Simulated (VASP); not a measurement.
Wanted: the native input for a VASP 6.6.1 run.

| Quantity | Value |
| --- | --- |
| Task | single point |
| Functional | PBEsol |
| Potentials or basis | VASP PAW PBE potentials, release 64 (Ge_d) |
| Cutoff | 520 eV |
| k mesh | 14 × 14 × 14 |
| Occupations | fermi-dirac, width 0.15 eV |
| Spin | no spin polarisation |
| Dipole correction | no |
| Further INCAR settings | ALGO = Normal; EDIFF = 1e-06; NBANDS = 21 |

The structure of Ge lies in POSCAR:

```
Ge
1.0
   -2.5873624500      2.5873624500      1.3974130000
    2.5873624500     -2.5873624500      1.3974130000
    2.5873624500      2.5873624500     -1.3974130000
Ge
2
Direct
    0.2500000000      0.7500000000      0.5000000000
    0.5000000000      0.5000000000      0.0000000000
```

The input as run:

INCAR

```
PREC = Accurate
ENCUT = 520
EDIFF = 1E-6
ISMEAR = -1
SIGMA = 0.15
LREAL = False
LASPH = True
NELM = 60
ALGO = Normal
ISIF = 2
LWAVE = False
LCHARG = False
GGA = PS
NBANDS = 21
```

KPOINTS

```
Automatic mesh
0
Gamma
  14 14 14
```

Potentials or basis: VASP PAW PBE potentials, release 64 (Ge_d).

Run with:

```sh
$ cat potpaw_PBE.64/Ge_d/POTCAR > POTCAR
$ mpirun -np 1 vasp_std > vasp.out
```

It gave:

The pressure is -1.4 GPa and the band gap on the k mesh is zero (bands 14 and 15 overlap by 4.84 eV).

Caveat: the PAW data sets were made with another functional, which shifts forces and pressure a little.

Wall time 67 s on 1 thread of Intel(R) Xeon(R) 6975P-C (Granite Rapids), with other jobs on the host, peak memory 0.27 GiB.
